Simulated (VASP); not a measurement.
Input of a VASP 6.6.1 run:

File INCAR:

```
  PREC = Accurate
  ENCUT = 520
  EDIFF = 1E-6
  ISMEAR = 0
  SIGMA = 0.1
  LREAL = False
  LASPH = True
  NELM = 60
  ALGO = Fast
  ISIF = 2
  LWAVE = False
  LCHARG = False
  LDIPOL = True
  IDIPOL = 3
  DIPOL = 0.5 0.5 0.357
  GGA = PE
  IBRION = 2
  NSW = 36
  EDIFFG = -0.025
```

Contents of KPOINTS:

```
Automatic mesh
0
Gamma
  10 10 1
```

The input POSCAR:

```
Ti3C
1.0
    2.8192036111      0.0000000000      0.0000000000
   -0.9397345370      2.6579706546      0.0000000000
    0.0000000000      0.0000000000     19.8263803360
Ti C
3 1
Selective dynamics
Direct
    0.5000000000      0.5000000000      0.2017514005  F F F
    0.0000000000      0.0000000000      0.3111715305  F F F
    0.5000000000      0.5000000000      0.4199647235  F F F
    0.6666666667      1.0000000000      0.4936039847  F F T
```

Potentials or basis: VASP PAW PBE potentials, release 64 (Ti_sv, C).

Run with:

```console
$ cat potpaw_PBE.64/Ti_sv/POTCAR potpaw_PBE.64/C/POTCAR > POTCAR
$ mpirun -np 1 vasp_std > vasp.out
```

Q: Predict the energy gained by relaxing.

A: 55.2 meV/atom.

Q: Predict the band gap on the k mesh.

A: Zero (bands 20 and 21 overlap by 0.31 eV).

Final structure:
```
CELL_PARAMETERS angstrom
2.81920 0.00000 0.00000
-0.93973 2.65797 0.00000
0.00000 0.00000 19.82638
ATOMIC_POSITIONS crystal
Ti 0.50000 0.50000 0.20175
Ti 0.00000 0.00000 0.31117
Ti 0.50000 0.50000 0.41996
C 0.66667 0.00000 0.48132
```
